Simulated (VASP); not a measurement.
# Zn in VASP: single point with B3LYP

Aim: the single point of Zn with B3LYP.

Program: VASP 6.6.1. These are calculated values, not measurements. Logs are shortened: lines on timing, memory, paths and dates and some standing lists are left out, and cuts for length are marked.

### Step 1. The cell of the first run

The typed cell holds 1 atom: a = 3.136 Å, b = 2.636 Å, c = 2.635 Å, α = 105.55°, β = 110.74°, γ = 110.73°.

### Step 2. Single point, B3LYP

Contents of POSCAR:

```
Zn
1.0
   -1.7082517688      1.8568144036      1.8620295655
    1.5925866900     -1.5411361419      1.4265502029
    1.5922696959      1.4305155585     -1.5375200142
Zn
1
Direct
    0.0000000000      0.0000000000      0.0000000000
```

Contents of INCAR.step1:

```
SYSTEM = Zn
PREC = Accurate
ENCUT = 520
EDIFF = 1E-5
ISMEAR = -1
SIGMA = 0.05
LREAL = .FALSE.
LASPH = .TRUE.
NELM = 100
ALGO = Normal
ISIF = 2
LWAVE = .TRUE.
NBANDS = 12
GGA = PE
```

Contents of INCAR.step2:

```
SYSTEM = Zn
PREC = Accurate
ENCUT = 520
EDIFF = 1E-6
ISMEAR = -1
SIGMA = 0.05
LREAL = .FALSE.
LASPH = .TRUE.
NELM = 100
ALGO = Normal
ISIF = 2
LWAVE = .FALSE.
LCHARG = .TRUE.
GGA = B3
LHFCALC = .TRUE.
AEXX = 0.2
AGGAX = 0.72
AGGAC = 0.81
ALDAC = 0.19
PRECFOCK = Normal
LELF = .TRUE.
LVHAR = .TRUE.
NBANDS = 12
ISTART = 1
```

Contents of KPOINTS:

```
Automatic mesh
0
G
  6 6 6
  0 0 0
```

Potentials or basis: VASP PAW PBE potentials, release 64 (Zn).

The run is started by

```console
$ cat potpaw_PBE.64/Zn/POTCAR > POTCAR
$ cp INCAR.step1 INCAR
$ mpirun -np 1 vasp_std > vasp.out
$ cp INCAR.step2 INCAR
$ mpirun -np 1 vasp_std > vasp.out
```

OUTCAR:

```text
SYSTEM = Zn
   PREC = Accurate
   ENCUT = 520
   EDIFF = 1E-6
   ISMEAR = -1
   LREAL = .FALSE.
   LASPH = .TRUE.
   NELM = 100
   ISIF = 2
   GGA = B3
   LHFCALC = .TRUE.
   AEXX = 0.2
   PRECFOCK = Normal
   ISTART = 1

 ion  position               nearest neighbor table
   1  0.000  0.000  0.000-

  LATTYP: Found a triclinic cell.
 ALAT       =     2.6354630223
 B/A-ratio  =     1.5925826389
 C/A-ratio  =     1.1898355216
 COS(alpha) =     0.0000637616
 COS(beta)  =     0.3541423957
 COS(gamma) =     0.7962545654

  Lattice vectors:

 A1 = (  -1.5922696959,  -1.4305155585,   1.5375200142)
 A2 = (   0.0003169941,  -2.9716517004,   2.9640702171)
 A3 = (  -1.7082517688,   1.8568144036,   1.8620295655)

Analysis of symmetry for initial positions (statically):
=====================================================================
 Subroutine PRICEL returns:
 Original cell was already a primitive cell.

 Routine SETGRP: Setting up the symmetry group for a
 triclinic supercell.

 Subroutine GETGRP returns: Found  2 space group operations
 (whereof  2 operations were pure point group operations)
 out of a pool of  2 trial point group operations.

The static configuration has the point symmetry S_2 .

Analysis of symmetry for dynamics (positions and initial velocities):
=====================================================================
 Subroutine PRICEL returns:
 Original cell was already a primitive cell.

 Routine SETGRP: Setting up the symmetry group for a
 triclinic supercell.

 Subroutine GETGRP returns: Found  2 space group operations
 (whereof  2 operations were pure point group operations)
 out of a pool of  2 trial point group operations.

The dynamic configuration has the point symmetry S_2 .

 Subroutine INISYM returns: Found  2 space group operations
 (whereof  2 operations are pure point group operations),
 and found     1 'primitive' translations

----------------------------------------------------------------------------------------

                                     Primitive cell

  volume of cell :      17.0140

  direct lattice vectors                    reciprocal lattice vectors
[... 95 lines left out ...]
   PSTRESS=    0.0 pullay stress
   NELECT =      12.0000    total number of electrons
   NUPDOWN=      -1.0000    fix difference up-down
   EMIN   =  10.00;   EMAX   =-10.00  energy-range for DOS
   EFERMI =   0.00;   METHOD = LEGACY
   ISMEAR =    -1;   SIGMA  =   0.05  broadening in eV -4-tet -1-fermi 0-gaus
   EFERMI_NEDOS =   21; number of points for ismear=-14 and -15
   IALGO  =     38    algorithm
   IMIX   =      1    mixing-type and parameters
     AMIX     =   0.40;   BMIX     =  1.00
     AMIX_MAG =   1.60;   BMIX_MAG =  1.00
  volume/ion in A,a.u.               =      17.01       114.82
  Fermi-wavevector in a.u.,A,eV,Ry     =   1.457248  2.753799 28.892940  2.123571
  Thomas-Fermi vector in A             =   2.574071
   LORBIT       =      0    0 simple, 1 ext, 2 COOP (PROOUT), +10 PAW based schemes
   GGA     = B3    functional components
   LHFCALC =     T    Hartree Fock is set to
   PRECFOCK=normal    Normal, Fast or Accurate (Low or Medium for compatibility)
   ENCUT4O =  -1.0   cutoff for four orbital integrals eV
   NKREDX  =     1    reduce k-point grid by
   NKREDY  =     1    reduce k-point grid by
   NKREDZ  =     1    reduce k-point grid by
   AEXX    =    0.2000 exact exchange contribution
   HFSCREEN=    0.0000 screening length (either q_TF or 0.3 A-1)
   HFSCREENC=   0.0000 screening length for correlation (either q_TF or 0.3 A-1)
   ENCUTFOCK=  -1.0 apply spherical cutoff to Coloumb kernel
   IVDW    =     0    specifies the selected vdW correction
   LEPSILON=     F    determine dielectric tensor
   LRPA    =     F    only Hartree local field effects (RPA)
 non-spin polarized calculation
  energy-cutoff  :      520.00
  volume of cell :       17.01
 maximum number of plane-waves:       474
  NGX = 18; NGY = 16; NGZ = 16

 number of electron      12.0000004 magnetization

 Free energy of the ion-electron system (eV)
  ---------------------------------------------------
  ext. energy  EPLUGINS =         0.00000000
  ---------------------------------------------------
  free energy    TOTEN  =        -0.55385599 eV

  energy without entropy =       -0.55384769  energy(sigma->0) =       -0.55385184

 E-fermi :   2.4989     XC(G=0):  -8.7481

 val. band max:        2.0742252050   @ k =   0.1667   0.1667   0.3333
 cond. band min:       2.8820774776   @ k =   0.5000  -0.3333   0.3333
 fundamental gap:      0.8078522726
 Fermi energy:         2.4988947153

 k-point     1 :       0.0000    0.0000    0.0000
  band No.  band energies     occupation
      1      -8.3114      2.00000
      2      -7.5080      2.00000
      3      -7.3668      2.00000
      4      -6.9583      2.00000
      5      -6.7612      2.00000
      6      -6.7359      2.00000
      7      16.5728      0.00000
      8      20.4312      0.00000
      9      20.7644      0.00000
     10      21.3304      0.00000
     11      23.8912      0.00000
     12      25.3362      0.00000
[... 331 lines left out ...]
 k-point    24 :       0.5000   -0.0000    0.1667
  band No.  band energies     occupation
      1      -7.6409      2.00000
      2      -7.4366      2.00000
      3      -6.9154      2.00000
      4      -6.7624      2.00000
      5      -6.6947      2.00000
      6      -2.7898      2.00000
      7       3.1622      0.00000
      8      11.1789      0.00000
      9      16.7207      0.00000
     10      22.8103      0.00000
     11      27.7682      0.00000
     12      28.9456      0.00000

 [... further k-points ...]

------------------------ aborting loop because EDIFF is reached ----------------------------------------

  FORCE on cell =-STRESS in cart. coord.  units (eV):
  Direction    XX          YY          ZZ          XY          YZ          ZX
  --------------------------------------------------------------------------------------
  -------------------------------------------------------------------------------------
  Total       -0.0069817     -0.0087834     -0.0100130      0.0011903     -0.0109617      0.0001960
  in kB       -0.6574590     -0.8271151     -0.9429057      0.1120861     -1.0322433      0.0184581
  external PRESSURE =      -0.8091599 kB  Pullay stress =       0.0000000 kB

 VOLUME and BASIS-vectors are now :
 -----------------------------------------------------------------------------
  energy-cutoff  :      520.00
  volume of cell :       17.01
      direct lattice vectors                 reciprocal lattice vectors
    -1.708251769  1.856814404  1.862029566     0.019326796  0.277424276  0.278131804
     1.592586690 -1.541136142  1.426550203     0.324354258 -0.019888485  0.317399880
     1.592269696  1.430515559 -1.537520014     0.324350052  0.317524505 -0.019071944

 POSITION                                       TOTAL-FORCE (eV/Angst)
 -----------------------------------------------------------------------------------
      0.00000      0.00000      0.00000        -0.000000     -0.000000     -0.000000
 -----------------------------------------------------------------------------------
    total drift:                               -0.000000      0.000000      0.000000

  FREE ENERGIE OF THE ION-ELECTRON SYSTEM (eV)
  ---------------------------------------------------
  free  energy   TOTEN  =        -0.5538559919 eV

  energy  without entropy=       -0.5538476885  energy(sigma->0) =       -0.55385184
```

OSZICAR.step1:

```text
N       E                     dE             d eps       ncg     rms          rms(c)
DAV:   1     0.428424706952E+02    0.42842E+02   -0.65965E+03  2788   0.152E+03
DAV:   2     0.283735484157E+00   -0.42559E+02   -0.39916E+02  2804   0.210E+02
DAV:   3    -0.111088468089E+01   -0.13946E+01   -0.13928E+01  3088   0.378E+01
DAV:   4    -0.111448688632E+01   -0.36022E-02   -0.36020E-02  3008   0.195E+00
DAV:   5    -0.111448994302E+01   -0.30567E-05   -0.30569E-05  3000   0.543E-02    0.220E+00
DAV:   6    -0.104290981851E+01    0.71580E-01   -0.37427E-01  3236   0.121E+01    0.173E+00
DAV:   7    -0.103969645026E+01    0.32134E-02   -0.72893E-03  2808   0.158E+00    0.870E-01
DAV:   8    -0.103823050911E+01    0.14659E-02   -0.11780E-03  3264   0.490E-01    0.400E-02
DAV:   9    -0.103824644865E+01   -0.15940E-04   -0.75658E-05  3496   0.107E-01    0.188E-02
DAV:  10    -0.103824747539E+01   -0.10267E-05   -0.43355E-06  1852   0.318E-02
   1 F= -.10382475E+01 E0= -.10378358E+01  d E =-.823263E-03
```

Wall time 81 min (1 thread of Oxide Virtual Turin-like, shared host); peak memory 0.12 GiB.

What came out:

* Free energy: -0.5539 eV
* Pressure: -0.1 GPa
* Band gap on the k mesh: zero (bands 6 and 7 overlap by 7.42 eV)

Caveat: the k points lie up to 0.45 Å⁻¹ apart, too coarse for converged energies and pressures of a metal; the PAW data sets were made with another functional, which shifts forces and pressure a little.

The gap in the log of VASP goes by the Fermi energy; the results here count the filled bands.